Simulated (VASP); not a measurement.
**Pd: single point with r2SCAN**

The system is Pd.

```
CELL_PARAMETERS angstrom
2.64260 0.00000 0.00000
-1.32130 2.28856 0.00000
0.00000 0.00000 8.72919
ATOMIC_POSITIONS crystal
Pd 0.00000 0.00000 0.00000
Pd 0.00000 0.00000 0.50000
Pd 0.33333 0.66667 0.25000
Pd 0.66667 0.33333 0.75000
```

This isn't the form of Pd at room conditions, which is fcc.

```yaml
Program: VASP 6.6.1
Task: single point
Functional: r2SCAN
Potentials_or_basis: VASP PAW PBE potentials, release 64 (Pd)
Cutoff: 520 eV
k_mesh: 15 × 15 × 4
Occupations: fermi-dirac, width 0.05 eV
Spin: collinear spin
Starting_moments: "[0.438, 0.438, 0.453, 0.453] μB"
```

```yaml
Pressure: 33.8 GPa
Band_gap_on_the_k_mesh: zero (filled and empty bands overlap)
Net_moment: 0.00 μB per cell
Valence_electrons_inside_the_program's_atomic_spheres: Pd 9.75, 9.74 (each value once)
```

Stress tensor (GPa, compression positive):
```
33.96  0.00  0.00
 0.00 33.96  0.00
 0.00  0.00 33.51
```

Levels at points of the mesh, in eV from the Fermi level:
Spin up:
```tsv
k point	band 17	band 18	band 19	band 20	band 21	band 22	band 23	band 24
(0.00, 0.00, 0.00)	-1.91	-1.34	-1.34	-0.89	-0.89	-0.17	-0.17	0.90
(0.00, 0.00, 0.50)	-1.64	-1.64	-1.14	-1.14	-0.49	-0.49	-0.49	-0.49
```
Spin down:
```
           k point  band 18  band 19  band 20  band 21  band 22  band 23
(0.00, 0.00, 0.00)    -1.34    -1.34    -0.89    -0.89    -0.18    -0.18
(0.00, 0.00, 0.50)    -1.64    -1.14    -1.14    -0.49    -0.49    -0.49
```

Run time: 9.6 min on 1 thread of Intel(R) Xeon(R) 6975P-C (Granite Rapids), with other jobs on the host, peak memory 0.34 GiB.

Caveat: the cell stands under pressure; the PAW data sets were made with another functional, which shifts forces and pressure a little.
